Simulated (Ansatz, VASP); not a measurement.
Two plane-wave programs on Si3B2

```xyz
10
Lattice="7.4906 0.0000 0.0000 -3.7453 6.4871 0.0000 0.0000 0.0000 2.5910" Properties=species:S:1:pos:R:3 pbc="T T T"
Si    5.3303    1.2472    1.2955
Si    3.7453    3.9926    1.2955
Si    2.1603    1.2472    1.2955
Si   -1.5850    5.2398    1.2955
Si    0.0000    2.4945    1.2955
Si    1.5850    5.2398    1.2955
B     3.7453    0.0000    1.2955
B    -1.8727    3.2435    1.2955
B     1.8727    3.2435    1.2955
B     0.0000    0.0000    1.2955
```

Alike in both runs: functional PBE; k mesh 6 × 6 × 4; occupations gaussian, width 0.1 eV; no spin polarisation.

Ansatz relaxed the structure, and its values are those at the end. VASP's run is a single point on that final structure, the one shown.

```csv
,VASP,Ansatz
version,VASP 6.6.1,Ansatz 0.2.0
potentials or method,"VASP PAW PBE potentials, release 64 (Si, B), cutoff 520 eV","scalar-relativistic, plane waves, PAW"
valence electrons in the cell,36,36
```

|  | VASP | Ansatz | Ansatz less VASP |
| --- | --- | --- | --- |
| gap on the k mesh at the Fermi level (eV) | none | none | - |
| pressure (GPa) | -0.1 | 0.0 | +0.08 |

A gap of «none» marks a metal or a gap that the smearing closes. With one functional, cell and mesh, what is left measures potentials, basis and numerics.

The k mesh is coarse, so the values compare programs but aren't converged.
